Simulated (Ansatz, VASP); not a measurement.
**SnTe3 in VASP and in Ansatz**

```xyz
4
Lattice="0.0000 3.8868 3.8868 3.8868 0.0000 3.8868 3.8868 3.8868 0.0000" Properties=species:S:1:pos:R:3 pbc="T T T"
Te    3.8868    3.8868    3.8868
Te    5.8302    5.8302    5.8302
Te    1.9434    1.9434    1.9434
Sn    0.0000    0.0000    0.0000
```

Alike in both runs: task single point; functional r2SCAN; k mesh 6 × 6 × 6; occupations fermi-dirac, width 0.05 eV; no spin polarisation.

|  | VASP | Ansatz |
| --- | --- | --- |
| version | VASP 6.6.1 | Ansatz 0.2.0 |
| potentials or method | VASP PAW PBE potentials, release 64 (Te, Sn_d) | Ansatz PAW |
| plane-wave cutoff (eV) | 520 | 500 |
| valence electrons in the cell | 32 | 62 |

```tsv
	VASP	Ansatz	Ansatz less VASP
gap on the k mesh at the Fermi level (eV)	none	none	-
pressure (GPa)	-1.0	-0.9	+0.03
```

VASP's potentials were made for PBE, not for r2SCAN. A gap of «none» marks a metal or a gap that the smearing closes. VASP's potentials hold 32 valence electrons a cell and Ansatz's 62, so a difference there can come from the potentials and not from the codes.

Neither program's run includes spin-orbit coupling.
